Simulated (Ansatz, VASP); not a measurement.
**La2O3: VASP beside Ansatz**

```
La O
1.0
     6.22472    0.00000    0.00000
    -3.11236    5.39077    0.00000
     0.00000    0.00000    3.27762
La O
2 3
Direct
  0.66667 0.33333 0.50000
  0.33333 0.66667 0.50000
  0.50801 0.00000 0.00000
  0.00000 0.50801 0.00000
  0.49199 0.49199 0.00000
```

Change from the starting cell: volume scaled by 0.98.

Alike in both runs: task single point; functional PBE; k mesh 5 × 5 × 8; occupations fermi-dirac, width 0.05 eV; no spin polarisation.

|  | VASP | Ansatz |
| --- | --- | --- |
| version | VASP 6.6.1 | Ansatz 0.2.0 |
| potentials or method | VASP PAW PBE potentials, release 64 (La, O), cutoff 520 eV | all-electron LAPW, scalar-relativistic |

```tsv
	VASP	Ansatz	Ansatz less VASP
gap on the k mesh at the Fermi level (eV)	1.44	1.42	-0.017
least direct gap on the mesh (eV)	2.01	2.00	-0.003
pressure (GPa)	4.0	4.3	+0.25
traceless stress, the component that is largest in VASP (GPa)	-0.84	-0.78	+0.058
rms of the force components (eV/Å)	0.016	0.016	-0.0007
```

Atom by atom the forces differ by 0.001 eV/Å (rms over components). Ansatz ran all-electron here, and VASP with PAW potentials.

Neither program's run includes spin-orbit coupling.
